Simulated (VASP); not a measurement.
# Ni (Fm-3m) in VASP: single point with LDA

Aim: the single point of Ni with LDA.

All numbers are computed with VASP 6.6.1; they aren't measurements. Logs are shortened: lines on timing, memory, paths and dates and some standing lists are left out, and cuts for length are marked.

### Step 1. The cell of the first run

Symmetry: Fm-3m, No. 225, cubic system. The conventional cell has a = 3.524 Å, b = 3.524 Å, c = 3.524 Å, α = 90.00°, β = 90.00°, γ = 90.00°. Within 3.3 Å of Ni (site symmetry m-3m) lie 12 Ni at 2.49 Å.

### Step 2. Single point, LDA, collinear spin, ferrimagnetic start

INCAR

```
PREC = Accurate
ENCUT = 520
EDIFF = 1E-6
ISMEAR = -1
SIGMA = 0.1
LREAL = F
LASPH = T
NELM = 150
ALGO = Normal
ISIF = 2
LWAVE = F
LCHARG = T
ISPIN = 2
MAGMOM = 0.6 0.6 0.6 -0.6
LORBIT = 11
LMAXMIX = 4
LELF = T
LVHAR = T
NBANDS = 32
```

KPOINTS

```
Automatic mesh
0
Gamma
  12 9 6
```

POSCAR

```
Ni
1.0
    0.0000000000      1.7619350000      1.7619350000
   -3.5238700000      0.0000000000      0.0000000000
    0.0000000000     -3.5238700000      3.5238700000
Ni
4
Direct
    0.0000000000      0.0000000000      0.0000000000
    0.0000000000      0.0000000000      0.5000000000
    0.5000000000      0.5000000000      0.2500000000
    0.5000000000      0.5000000000      0.7500000000
```

Potentials or basis: VASP PAW LDA potentials, release 64 (Ni).

Command:

```
$ cat potpaw_LDA.64/Ni/POTCAR > POTCAR
$ mpirun -np 1 vasp_std > vasp.out
```

OUTCAR:

```text
PREC = Accurate
   ENCUT = 520
   EDIFF = 1E-6
   ISMEAR = -1
   LREAL = F
   LASPH = T
   NELM = 150
   ISIF = 2
   ISPIN = 2
   LORBIT = 11

 ion  position               nearest neighbor table
   1  0.000  0.000  0.000-   2 2.49   3 2.49   4 2.49   2 2.49   3 2.49   4 2.49   3 2.49   4 2.49
                             3 2.49   4 2.49
   2  0.000  0.000  0.500-   1 2.49   3 2.49   4 2.49   1 2.49   3 2.49   4 2.49   3 2.49   4 2.49
                             3 2.49   4 2.49
   3  0.500  0.500  0.250-   1 2.49   2 2.49   4 2.49   4 2.49   1 2.49   2 2.49   1 2.49   2 2.49
                             1 2.49   2 2.49
   4  0.500  0.500  0.750-   1 2.49   2 2.49   3 2.49   3 2.49   1 2.49   2 2.49   1 2.49   2 2.49
                             1 2.49   2 2.49

  LATTYP: Found a simple orthorhombic cell.
 ALAT       =     2.4917523730
 B/A-ratio  =     1.4142135624
 C/A-ratio  =     2.0000000000

  Lattice vectors:

 A1 = (   0.0000000000,   1.7619350000,   1.7619350000)
 A2 = (  -3.5238700000,   0.0000000000,   0.0000000000)
 A3 = (   0.0000000000,  -3.5238700000,   3.5238700000)

Analysis of symmetry for initial positions (statically):
=====================================================================
 Subroutine PRICEL returns following result:

  LATTYP: Found a face centered cubic cell.
 ALAT       =     3.5238700000

  Lattice vectors:

 A1 = (  -1.7619350000,  -1.7619350000,   0.0000000000)
 A2 = (   0.0000000000,  -1.7619350000,   1.7619350000)
 A3 = (  -1.7619350000,   0.0000000000,   1.7619350000)

   4 primitive cells build up your supercell.

 Routine SETGRP: Setting up the symmetry group for a
 simple orthorhombic supercell.

 Subroutine GETGRP returns: Found  8 space group operations
 (whereof  8 operations were pure point group operations)
 out of a pool of  8 trial point group operations.

The static configuration has the point symmetry D_2h.

Analysis of symmetry for dynamics (positions and initial velocities):
=====================================================================
 Subroutine PRICEL returns following result:

  LATTYP: Found a face centered cubic cell.
 ALAT       =     3.5238700000

  Lattice vectors:

 A1 = (  -1.7619350000,  -1.7619350000,   0.0000000000)
 A2 = (   0.0000000000,  -1.7619350000,   1.7619350000)
 A3 = (  -1.7619350000,   0.0000000000,   1.7619350000)

[... 151 lines left out ...]
  Thomas-Fermi vector in A             =   2.687765
   LORBIT       =     11    0 simple, 1 ext, 2 COOP (PROOUT), +10 PAW based schemes
   GGA     = CA    functional components
   LHFCALC =     F    Hartree Fock is set to
   AEXX    =    0.0000 exact exchange contribution
   IVDW    =     0    specifies the selected vdW correction
   LEPSILON=     F    determine dielectric tensor
   LRPA    =     F    only Hartree local field effects (RPA)
 spin polarized calculation
  energy-cutoff  :      520.00
  volume of cell :       43.76
 maximum number of plane-waves:      1196
 NGX is ok and might be reduce to    20
   NGX =  9   NGY = 13   NGZ = 19

 number of electron      39.9999978 magnetization       2.2782708

 Free energy of the ion-electron system (eV)
  ---------------------------------------------------
  ext. energy  EPLUGINS =         0.00000000
  ---------------------------------------------------
  free energy    TOTEN  =       -26.21377433 eV

  energy without entropy =      -25.97636852  energy(sigma->0) =      -26.09507142

 E-fermi :   8.9304     XC(G=0): -13.5796

 val. band max:        8.9268974476   @ k =   0.1667   0.4444   0.0000
 cond. band min:       8.9315139083   @ k =   0.4167   0.1111   0.0000
 fundamental gap:      0.0046164608
 Fermi energy:         8.9303997983

 spin component 1

 k-point     1 :       0.0000    0.0000    0.0000
  band No.  band energies     occupation
      1       0.0038      1.00000
      2       4.3837      1.00000
      3       4.7919      1.00000
      4       4.7920      1.00000
      5       4.8719      1.00000
      6       5.9957      1.00000
[... 829 lines left out ...]
     31      26.6499      0.00000
     32      26.6952      0.00000

 [... further k-points ...]

 spin component 2

 k-point     1 :       0.0000    0.0000    0.0000
  band No.  band energies     occupation
      1       0.0417      1.00000
      2       4.7257      1.00000
      3       4.9886      1.00000
      4       4.9886      1.00000
      5       5.3528      1.00000
      6       6.4927      1.00000
[... 829 lines left out ...]
     31      26.7639      0.00000
     32      26.7981      0.00000

 [... further k-points ...]

------------------------ aborting loop because EDIFF is reached ----------------------------------------

  FORCE on cell =-STRESS in cart. coord.  units (eV):
  Direction    XX          YY          ZZ          XY          YZ          ZX
  --------------------------------------------------------------------------------------
  -------------------------------------------------------------------------------------
  Total       -4.7592514     -4.7802514     -4.7802514     -0.0000000      0.0000138      0.0000000
  in kB     -174.2567434   -175.0256432   -175.0256432     -0.0000000      0.0005036      0.0000000
  external PRESSURE =    -174.7693433 kB  Pullay stress =       0.0000000 kB

 VOLUME and BASIS-vectors are now :
 -----------------------------------------------------------------------------
  energy-cutoff  :      520.00
  volume of cell :       43.76
      direct lattice vectors                 reciprocal lattice vectors
     0.000000000  1.761935000  1.761935000     0.000000000  0.283778914  0.283778914
    -3.523870000  0.000000000  0.000000000    -0.283778914  0.000000000  0.000000000
     0.000000000 -3.523870000  3.523870000     0.000000000 -0.141889457  0.141889457

 POSITION                                       TOTAL-FORCE (eV/Angst)
 -----------------------------------------------------------------------------------
      0.00000      0.00000      0.00000         0.000000      0.000185     -0.000185
      0.00000     -1.76194      1.76194         0.000000     -0.000185      0.000185
     -1.76194      0.00000      1.76194         0.000000     -0.000000      0.000000
     -1.76194     -1.76193      3.52387         0.000000     -0.000000      0.000000
 -----------------------------------------------------------------------------------
    total drift:                               -0.000000      0.000000     -0.000000

  FREE ENERGIE OF THE ION-ELECTRON SYSTEM (eV)
  ---------------------------------------------------
  free  energy   TOTEN  =       -26.2137743293 eV

  energy  without entropy=      -25.9763685170  energy(sigma->0) =      -26.09507142

 total charge

# of ion       s       p       d       tot
------------------------------------------
    1        0.497   0.490   8.324   9.311
    2        0.497   0.490   8.324   9.311
    3        0.497   0.490   8.324   9.311
    4        0.497   0.490   8.325   9.312
--------------------------------------------------
tot          1.986   1.962  33.296  37.244

 magnetization (x)

# of ion       s       p       d       tot
------------------------------------------
    1       -0.005  -0.017   0.598   0.575
    2       -0.005  -0.017   0.598   0.575
    3       -0.005  -0.017   0.598   0.575
    4       -0.005  -0.017   0.597   0.575
--------------------------------------------------
tot         -0.020  -0.070   2.390   2.300
```

Run time: 4.6 min. Hardware: 1 thread of Intel Xeon Platinum 8488C (Sapphire Rapids), shared host; peak memory 0.34 GiB.

What came out:

```yaml
Free_energy: -26.2138 eV
Pressure: -17.5 GPa
Net_moment: 2.28 μB per cell
Site_moments: Ni +0.57 μB
Valence_electrons_inside_the_program's_atomic_spheres: Ni 9.31
```

Levels at points of the mesh, in eV from the Fermi level:
Spin up:
```tsv
k point	band 18	band 19	band 20	band 21	band 22	band 23	band 24	band 25
(0.00, 0.00, 0.00)	-1.16	-0.45	-0.31	-0.31	1.07	1.07	2.47	9.25
(0.50, 0.00, 0.00)	-0.31	-0.31	-0.31	1.07	1.07	2.47	2.47	9.25
(0.00, 0.00, 0.50)	-1.00	-0.95	-0.95	-0.57	-0.57	5.76	5.76	7.32
(0.50, 0.00, 0.50)	-0.69	-0.69	-0.69	1.56	1.56	1.56	1.56	12.72
```
Spin down:
```
           k point  band 16  band 17  band 18  band 19  band 20  band 21  band 22  band 23
(0.00, 0.00, 0.00)    -0.62    -0.62    -0.62     0.12     0.34     0.34     1.55     1.55
(0.50, 0.00, 0.00)     0.12     0.34     0.34     0.34     0.34     1.55     1.55     2.51
(0.00, 0.00, 0.50)    -0.90    -0.46    -0.46    -0.40    -0.40     0.08     0.08     5.97
(0.50, 0.00, 0.50)    -0.29    -0.05    -0.05    -0.05    -0.05     1.93     1.93     1.93
```

Caveat: the cell stands under tension.
